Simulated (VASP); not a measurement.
A run of VASP 6.6.1:

The input INCAR:

```
PREC = Accurate
ENCUT = 520
EDIFF = 1E-6
ISMEAR = 0
SIGMA = 0.01
LREAL = False
LASPH = True
NELM = 80
ALGO = Normal
ISIF = 2
LWAVE = False
LCHARG = True
GGA = PS
LELF = True
LVHAR = True
NBANDS = 41
```

Contents of KPOINTS:

```
regular mesh
0
Gamma
  2 2 2
```

Contents of POSCAR:

```
MgZn3S4
1.0
    5.4547994700      0.0000000000      0.0000000000
    0.0000000000      5.4547994700      0.0000000000
    0.0000000000      0.0000000000      5.4547994700
Mg Zn S
1 3 4
Direct
    0.5051538586      0.4935411494      0.4973055407
    0.0009417395      0.0007496151      0.5036832271
   -0.0039068347      0.5046383492     -0.0021553496
    0.5028600987     -0.0050139332     -0.0012172766
    0.7587998464      0.7542110434      0.2441292310
    0.7610490583      0.2422100037      0.7682159579
    0.2425170728      0.7643927193      0.7527394953
    0.2357837363      0.2439244572      0.2400585039
```

Potentials or basis: VASP PAW PBE potentials, release 64 (Mg, Zn, S).

Command:

```sh
$ cat potpaw_PBE.64/Mg/POTCAR potpaw_PBE.64/Zn/POTCAR potpaw_PBE.64/S/POTCAR > POTCAR
$ mpirun -np 1 vasp_std > vasp.out
```

Hardware: 1 thread of Intel Xeon 8259CL (shared host).

Estimate the wall time of this run.

Run time: 2 min on 1 thread of Intel Xeon 8259CL, on a shared host, peak memory 0.27 GiB. Counts: scf iterations 15, k points 8.
